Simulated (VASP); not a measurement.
# Li2TiSeS4 (C2) in VASP: single point with r2SCAN

Aim: the single point of Li2TiSeS4 with r2SCAN.

Program: VASP 6.6.1. These are calculated values, not measurements. Logs are shortened: lines on timing, memory, paths and dates and some standing lists are left out, and cuts for length are marked.

**1. The cell of the first run**

The structure is monoclinic, space group C2 (No. 5). The conventional cell has a = 8.761 Å, b = 8.892 Å, c = 6.213 Å, α = 90.00°, β = 134.74°, γ = 90.00°. Within 3.1 Å of Ti (site symmetry 2) lie 4 S at 2.36 to 2.37 Å. Within 3.0 Å of Se (site symmetry 2) lie 4 S at 2.24 to 2.25 Å. Within 4.2 Å of Li (site symmetry 2) lie 8 S at 2.57 to 4.16 Å and 4 Ti at 3.62 to 4.04 Å and 4 Li at 3.77 to 3.87 Å and 1 Se at 4.08 Å. Li (site symmetry 2) has 4 S at 2.45 to 2.71 Å within 3.2 Å. S (site symmetry 1) has 1 Se at 2.24 Å and 1 Ti at 2.37 Å and 2 Li at 2.57 to 2.71 Å within 3.0 Å. Within 3.0 Å of S (site symmetry 1) lie 1 Se at 2.25 Å and 1 Ti at 2.36 Å and 2 Li at 2.45 to 2.91 Å.

**2. Single point, r2SCAN**

The input, POSCAR:

```
Li2TiSeS4
1.0
    4.3803098300      4.4459058100      0.0000000000
    4.3803098300     -4.4459058100      0.0000000000
    4.3870115600      0.0000000000     -4.4131268900
Ti Se Li S
1 1 2 4
Direct
    0.0054000000      0.9946000000      0.5000000000
    0.2550500000      0.7449500000      0.0000000000
    0.7966000000      0.2034000000      0.0000000000
    0.5373000000      0.4627000000      0.5000000000
    0.6156000000      0.8502000000      0.9741000000
    0.1498000000      0.3844000000      0.0259000000
    0.3335000000      0.0803000000      0.5618000000
    0.9197000000      0.6665000000      0.4382000000
```

The input, INCAR.step1:

```
SYSTEM = Li2TiSeS4
PREC = Accurate ; ENCUT = 520
ISMEAR = -1 ; SIGMA = 0.1
LREAL = .False. ; LASPH = .True.
NELM = 100 ; NBANDS = 34
GGA = PE ; ALGO = Normal
EDIFF = 1E-4 ; LWAVE = .True.
LCHARG = .False.
```

The input, INCAR.step2:

```
SYSTEM = Li2TiSeS4
PREC = Accurate ; ENCUT = 520
EDIFF = 1E-7 ; ISMEAR = -1
SIGMA = 0.1 ; LREAL = .False.
LASPH = .True. ; NELM = 100
ALGO = Normal ; ISIF = 2
LWAVE = .False. ; LCHARG = .True.
METAGGA = R2SCAN ; LMIXTAU = .True.
LELF = .True. ; LVHAR = .True.
NBANDS = 34 ; ISTART = 1
```

The input, KPOINTS:

```
regular mesh
0
Gamma
  4 4 4
  0 0 0
```

Potentials or basis: VASP PAW PBE potentials, release 64 (Ti_sv, Se, Li_sv, S).

The run is started by

```bash
$ cat potpaw_PBE.64/Ti_sv/POTCAR potpaw_PBE.64/Se/POTCAR potpaw_PBE.64/Li_sv/POTCAR potpaw_PBE.64/S/POTCAR > POTCAR
$ cp INCAR.step1 INCAR
$ mpirun -np 1 vasp_std > vasp.out
$ cp INCAR.step2 INCAR
$ mpirun -np 1 vasp_std > vasp.out
```

OUTCAR:

```text
SYSTEM = Li2TiSeS4
   PREC = Accurate
   ENCUT = 520
   EDIFF = 1E-7
   ISMEAR = -1
   LREAL = .False.
   LASPH = .True.
   NELM = 100
   ISIF = 2
   METAGGA = R2SCAN
   ISTART = 1

 ion  position               nearest neighbor table
   1  0.005  0.995  0.500-   7 2.36   8 2.36   5 2.37   6 2.37
   2  0.255  0.745  0.000-   5 2.24   6 2.24   7 2.25   8 2.25
   3  0.797  0.203  0.000-   5 2.57   6 2.57
   4  0.537  0.463  0.500-   7 2.45   8 2.45
   5  0.616  0.850  0.974-   2 2.24   1 2.37   3 2.57
   6  0.150  0.384  0.026-   2 2.24   1 2.37   3 2.57
   7  0.334  0.080  0.562-   2 2.25   1 2.36   4 2.45
   8  0.920  0.666  0.438-   2 2.25   1 2.36   4 2.45

  LATTYP: Found a base centered monoclinic cell.
 ALAT       =     8.7606196600
 B/A-ratio  =     1.0149751918
 C/A-ratio  =     0.7092218332
 COS(beta)  =    -0.7039194129

  Lattice vectors:

 A1 = (   4.3803098300,   4.4459058100,   0.0000000000)
 A2 = (   4.3803098300,  -4.4459058100,   0.0000000000)
 A3 = (  -4.3736081000,   0.0000000000,  -4.4131268900)

Analysis of symmetry for initial positions (statically):
=====================================================================
 Subroutine PRICEL returns:
 Original cell was already a primitive cell.

 Routine SETGRP: Setting up the symmetry group for a
 base centered monoclinic supercell.

 Subroutine GETGRP returns: Found  2 space group operations
 (whereof  2 operations were pure point group operations)
 out of a pool of  4 trial point group operations.

The static configuration has the point symmetry C_2 .

Analysis of symmetry for dynamics (positions and initial velocities):
=====================================================================
 Subroutine PRICEL returns:
 Original cell was already a primitive cell.

 Routine SETGRP: Setting up the symmetry group for a
 base centered monoclinic supercell.

 Subroutine GETGRP returns: Found  2 space group operations
 (whereof  2 operations were pure point group operations)
 out of a pool of  4 trial point group operations.

The dynamic configuration has the point symmetry C_2 .

 Subroutine INISYM returns: Found  2 space group operations
 (whereof  2 operations are pure point group operations),
 and found     1 'primitive' translations

----------------------------------------------------------------------------------------

                                     Primitive cell

  volume of cell :     171.8864

  direct lattice vectors                    reciprocal lattice vectors
     4.380309830  4.445905810  0.000000000     0.114147177  0.112463021  0.113471694
     4.380309830 -4.445905810  0.000000000     0.114147177 -0.112463021  0.113471694
     4.387011560  0.000000000 -4.413126890     0.000000000  0.000000000 -0.226596702

  length of vectors
     6.241249288  6.241249288  6.222664974     0.196350030  0.196350030  0.226596702

  position of ions in fractional coordinates (direct lattice)
     0.005400000  0.994600000  0.500000000
     0.255050000  0.744950000  0.000000000
     0.796600000  0.203400000  0.000000000
     0.537300000  0.462700000  0.500000000
     0.615600000  0.850200000  0.974100000
     0.149800000  0.384400000  0.025900000
     0.333500000  0.080300000  0.561800000
     0.919700000  0.666500000  0.438200000

  ion indices of the primitive-cell ions
   primitive index   ion index
                 1           1
                 2           2
                 3           3
                 4           4
                 5           5
                 6           6
                 7           7
                 8           8

----------------------------------------------------------------------------------------

 KPOINTS: regular mesh

Automatic generation of k-mesh.
 Grid dimensions read from file:
 generate k-points for:    4    4    4

 Generating k-lattice:

  Cartesian coordinates                     Fractional coordinates (reciprocal lattice)
     0.028536794  0.028115755  0.028367923     0.250000000  0.000000000  0.000000000
     0.028536794 -0.028115755  0.028367923     0.000000000  0.250000000  0.000000000
     0.000000000  0.000000000 -0.056649176     0.000000000  0.000000000  0.250000000

  Length of vectors
     0.049087508  0.049087508  0.056649176

  Shift w.r.t. Gamma in fractional coordinates (k-lattice)
     0.000000000  0.000000000  0.000000000

 Subroutine IBZKPT returns following result:
 ===========================================

 Found     24 irreducible k-points:

 Following reciprocal coordinates:
            Coordinates               Weight
  0.000000  0.000000  0.000000      1.000000
  0.250000 -0.000000 -0.000000      4.000000
  0.500000 -0.000000 -0.000000      2.000000
  0.250000  0.250000 -0.000000      2.000000
  0.500000  0.250000 -0.000000      4.000000
 -0.250000  0.250000  0.000000      2.000000
[... 16 lines left out ...]
 -0.250000  0.250000  0.500000      2.000000
  0.500000  0.500000  0.500000      1.000000
   k-points           NKPTS =     24   k-points in BZ     NKDIM =     24   number of bands    NBANDS=     34
   number of dos      NEDOS =    301   number of ions     NIONS =      8
   total plane-waves  NPLWV = 110592
   dimension x,y,z NGX =    48 NGY =   48 NGZ =   48
   dimension x,y,z NGXF=    96 NGYF=   96 NGZF=   96
   ions per type =               1   1   2   4
   NGX,Y,Z   is equivalent  to a cutoff of  12.79, 12.79, 12.82 a.u.
   NGXF,Y,Z  is equivalent  to a cutoff of  25.57, 25.57, 25.65 a.u.
 SYSTEM =  Li2TiSeS4
   PREC   = accura    normal or accurate (medium, high low for compatibility)
   ISTART =      1    job   : 0-new  1-cont  2-samecut
   ICHARG =      0    charge: 1-file 2-atom 10-const
   ISPIN  =      1    spin polarized calculation?
   LNONCOLLINEAR =      F non collinear calculations
   LSORBIT =      F    spin-orbit coupling
   LASPH  =      T    aspherical Exc in radial PAW
   ENCUT  =  520.0 eV  38.22 Ry    6.18 a.u.  11.60 11.60 11.57*2*pi/ulx,y,z
   NELM   =    100;   NELMIN=  2; NELMDL=  0     # of ELM steps
   EDIFF  = 0.1E-06   stopping-criterion for ELM
   LREAL  =      F    real-space projection
   EDIFFG = 0.1E-05   stopping-criterion for IOM
   NSW    =      0    number of steps for IOM
   IBRION =     -1    ionic relax: 0-MD 1-quasi-New 2-CG
   NFREE  =      0    steps in history (QN), initial steepest desc. (CG)
   ISIF   =      2    stress and relaxation
   ISYM   =      2    0-nonsym 1-usesym 2-fastsym
   POTIM  = 0.5000    time-step for ionic-motion
   TEBEG  =    0.0;   TEEND  =   0.0 temperature during run
   PSTRESS=    0.0 pullay stress
   NELECT =      48.0000    total number of electrons
   NUPDOWN=      -1.0000    fix difference up-down
   EMIN   =  10.00;   EMAX   =-10.00  energy-range for DOS
   EFERMI =   0.00;   METHOD = LEGACY
   ISMEAR =    -1;   SIGMA  =   0.10  broadening in eV -4-tet -1-fermi 0-gaus
   EFERMI_NEDOS =   21; number of points for ismear=-14 and -15
   IALGO  =     38    algorithm
   IMIX   =      4    mixing-type and parameters
     AMIX     =   0.40;   BMIX     =  1.00
     AMIX_MAG =   1.60;   BMIX_MAG =  1.00
  volume/ion in A,a.u.               =      21.49       144.99
  Fermi-wavevector in a.u.,A,eV,Ry     =   1.070060  2.022120 15.579053  1.145028
  Thomas-Fermi vector in A             =   2.205758
   LORBIT       =      0    0 simple, 1 ext, 2 COOP (PROOUT), +10 PAW based schemes
   METAGGA = R2SCAN    functional components
   LHFCALC =     F    Hartree Fock is set to
   AEXX    =    0.0000 exact exchange contribution
   IVDW    =     0    specifies the selected vdW correction
   LEPSILON=     F    determine dielectric tensor
   LRPA    =     F    only Hartree local field effects (RPA)
 non-spin polarized calculation
  energy-cutoff  :      520.00
  volume of cell :      171.89
 maximum number of plane-waves:      4649
 NGX is ok and might be reduce to    48
   NGX = 23   NGY = 23   NGZ = 23

 number of electron      47.9999991 magnetization

 Free energy of the ion-electron system (eV)
  ---------------------------------------------------
  ext. energy  EPLUGINS =         0.00000000
  ---------------------------------------------------
  free energy    TOTEN  =       -68.74661406 eV

  energy without entropy =      -68.58403349  energy(sigma->0) =      -68.66532378

 E-fermi :   4.4324     XC(G=0):  -9.1045

 val. band max:        4.4291089174   @ k =   0.5000  -0.0000   0.2500
 cond. band min:       4.4345709050   @ k =   0.5000   0.5000  -0.0000
 fundamental gap:      0.0054619875
 Fermi energy:         4.4323696667

 k-point     1 :       0.0000    0.0000    0.0000
  band No.  band energies     occupation
      1     -55.7535      2.00000
      2     -44.7096      2.00000
      3     -44.3711      2.00000
      4     -31.1918      2.00000
      5     -30.9062      2.00000
      6     -30.8950      2.00000
[... 26 lines left out ...]
     33       8.6412      0.00000
     34       8.8094      0.00000

 k-point     2 :       0.2500   -0.0000   -0.0000
  band No.  band energies     occupation
      1     -55.7535      2.00000
      2     -44.7096      2.00000
      3     -44.3711      2.00000
      4     -31.1919      2.00000
      5     -30.9062      2.00000
      6     -30.8950      2.00000
[... 26 lines left out ...]
     33       8.7186      0.00000
     34       9.0723      0.00000

 k-point     3 :       0.5000   -0.0000   -0.0000
  band No.  band energies     occupation
      1     -55.7535      2.00000
      2     -44.7096      2.00000
      3     -44.3711      2.00000
      4     -31.1919      2.00000
      5     -30.9062      2.00000
      6     -30.8950      2.00000
[... 26 lines left out ...]
     33       8.9248      0.00000
     34       9.1704      0.00000

 k-point     4 :       0.2500    0.2500   -0.0000
  band No.  band energies     occupation
      1     -55.7535      2.00000
      2     -44.7096      2.00000
      3     -44.3711      2.00000
      4     -31.1919      2.00000
      5     -30.9062      2.00000
      6     -30.8950      2.00000
[... 26 lines left out ...]
     33       8.8045      0.00000
     34       9.4040      0.00000

 k-point     5 :       0.5000    0.2500   -0.0000
  band No.  band energies     occupation
      1     -55.7535      2.00000
      2     -44.7096      2.00000
      3     -44.3711      2.00000
      4     -31.1919      2.00000
      5     -30.9062      2.00000
      6     -30.8950      2.00000
[... 621 lines left out ...]
 k-point    22 :       0.5000    0.2500    0.5000
  band No.  band energies     occupation
      1     -55.7535      2.00000
      2     -44.7096      2.00000
      3     -44.3711      2.00000
      4     -31.1919      2.00000
      5     -30.9062      2.00000
      6     -30.8950      2.00000
[... 26 lines left out ...]
     33       8.7782      0.00000
     34       9.3952      0.00000

 k-point    23 :      -0.2500    0.2500    0.5000
  band No.  band energies     occupation
      1     -55.7535      2.00000
      2     -44.7096      2.00000
      3     -44.3711      2.00000
      4     -31.1919      2.00000
      5     -30.9063      2.00000
      6     -30.8950      2.00000
[... 26 lines left out ...]
     33       9.1446      0.00000
     34       9.2270      0.00000

 k-point    24 :       0.5000    0.5000    0.5000
  band No.  band energies     occupation
      1     -55.7535      2.00000
      2     -44.7096      2.00000
      3     -44.3711      2.00000
      4     -31.1919      2.00000
      5     -30.9062      2.00000
      6     -30.8950      2.00000
[... 26 lines left out ...]
     33       8.9256      0.00000
     34       9.6379      0.00000

------------------------ aborting loop because EDIFF is reached ----------------------------------------

  FORCE on cell =-STRESS in cart. coord.  units (eV):
  Direction    XX          YY          ZZ          XY          YZ          ZX
  --------------------------------------------------------------------------------------
  -------------------------------------------------------------------------------------
  Total        5.4828791      3.5754827      3.2492895      0.0000000      0.0000000      0.2061550
  in kB       51.1066903     33.3275790     30.2870861      0.0000000      0.0000000      1.9216001
  external PRESSURE =      38.2404518 kB  Pullay stress =       0.0000000 kB

 VOLUME and BASIS-vectors are now :
 -----------------------------------------------------------------------------
  energy-cutoff  :      520.00
  volume of cell :      171.89
      direct lattice vectors                 reciprocal lattice vectors
     4.380309830  4.445905810  0.000000000     0.114147177  0.112463021  0.113471694
     4.380309830 -4.445905810  0.000000000     0.114147177 -0.112463021  0.113471694
     4.387011560  0.000000000 -4.413126890     0.000000000  0.000000000 -0.226596702

 POSITION                                       TOTAL-FORCE (eV/Angst)
 -----------------------------------------------------------------------------------
      6.57382     -4.39789     -2.20656        -0.000000     -0.016174      0.000000
      4.38031     -2.17805      0.00000         0.000000     -0.037676      0.000000
      4.38031      2.63731      0.00000        -0.000000     -0.108488      0.000000
      6.57382      0.33166     -2.20656         0.000000     -0.267046      0.000000
     10.69405     -1.04301     -4.29883         2.393011      1.240078      0.544545
      2.45359     -1.04301     -0.11430        -2.393011      1.240078     -0.544545
      4.27720      1.12570     -2.47929        -0.550201     -1.025386      2.207906
      8.87044      1.12570     -1.93383         0.550201     -1.025386     -2.207906
 -----------------------------------------------------------------------------------
    total drift:                               -0.000000     -0.014589     -0.000000

  FREE ENERGIE OF THE ION-ELECTRON SYSTEM (eV)
  ---------------------------------------------------
  free  energy   TOTEN  =       -68.7466140641 eV

  energy  without entropy=      -68.5840334935  energy(sigma->0) =      -68.66532378
```

Wall time 9.3 min (1 thread of Intel Xeon Platinum 8488C (Sapphire Rapids), shared host); peak memory 0.45 GiB.

Results:

```yaml
Free_energy: -68.7466 eV
Largest_force: 2.750 eV/Å
Band_gap_on_the_k_mesh: zero (bands 24 and 25 overlap by 0.05 eV)
```

Forces on the atoms (eV/Å):
```
Ti   0.000 -0.016  0.000
Se   0.000 -0.038  0.000
Li   0.000 -0.108  0.000
Li   0.000 -0.267  0.000
S    2.393  1.240  0.545
S   -2.393  1.240 -0.545
S   -0.550 -1.025  2.208
S    0.550 -1.025 -2.208
```

Levels at points of the mesh, in eV from the Fermi level:
| k point | band 22 | band 23 | band 24 | band 25 | band 26 | band 27 |
| --- | --- | --- | --- | --- | --- | --- |
| (0.00, 0.00, 0.00) | -3.36 | -1.10 | -0.74 | 0.65 | 0.96 | 1.09 |
| (0.50, 0.00, 0.00) | -3.19 | -1.70 | -0.05 | 0.22 | 0.64 | 0.87 |
| (0.50, 0.50, 0.00) | -3.32 | -2.45 | -0.09 | 0.00 | 0.18 | 1.18 |
| (0.00, 0.00, 0.50) | -3.40 | -1.36 | -0.58 | 0.08 | 0.40 | 1.15 |
| (0.50, 0.00, 0.50) | -3.17 | -1.67 | -0.03 | 0.23 | 0.63 | 0.85 |
| (0.50, 0.50, 0.50) | -3.35 | -1.36 | -0.59 | 0.09 | 0.38 | 1.11 |

Caveat: the cutoff is under 1.25 times the usual one of these potentials, so pressure, stress and relaxed cells hold a basis-set (Pulay) error; the PAW data sets were made with another functional, which shifts forces and pressure a little.
